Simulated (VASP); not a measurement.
A run of VASP 6.6.1 is set up as follows.

File INCAR:

```
  ALGO = Normal
  EDIFF = 1E-6
  ENCUT = 520
  GGA = PE
  ISIF = 2
  ISMEAR = 0
  ISPIN = 2
  LASPH = T
  LCHARG = T
  LELF = T
  LMAXMIX = 6
  LORBIT = 11
  LREAL = F
  LVHAR = T
  LWAVE = F
  MAGMOM = 0.05
  NBANDS = 16
  NELM = 150
  PREC = Accurate
  SIGMA = 0.05
```

File KPOINTS:

```
k-points
0
Gamma
  14 14 14
```

POSCAR

```
Ce
1.0
    0.0000000000      2.3629973597      2.3629973597
    2.3629973597      0.0000000000      2.3629973597
    2.3629973597      2.3629973597      0.0000000000
Ce
1
Direct
    0.0000000000      0.0000000000      0.0000000000
```

Potentials or basis: VASP PAW PBE potentials, release 64 (Ce).

Launch:

```console
$ cat potpaw_PBE.64/Ce/POTCAR > POTCAR
$ mpirun -np 1 vasp_std > vasp.out
```

What does it give for the band gap on the k mesh?

Zero (filled and empty bands overlap).

What does it give for the net moment?

0.00 μB per cell.

Estimate the pressure.

0.0 GPa.

Caveat: the magnetic or orbital state may not be the lowest; spin-orbit coupling is left out, which moves the levels of the heavy elements; semilocal functionals describe open f shells poorly, which spoils levels, moments and volumes.
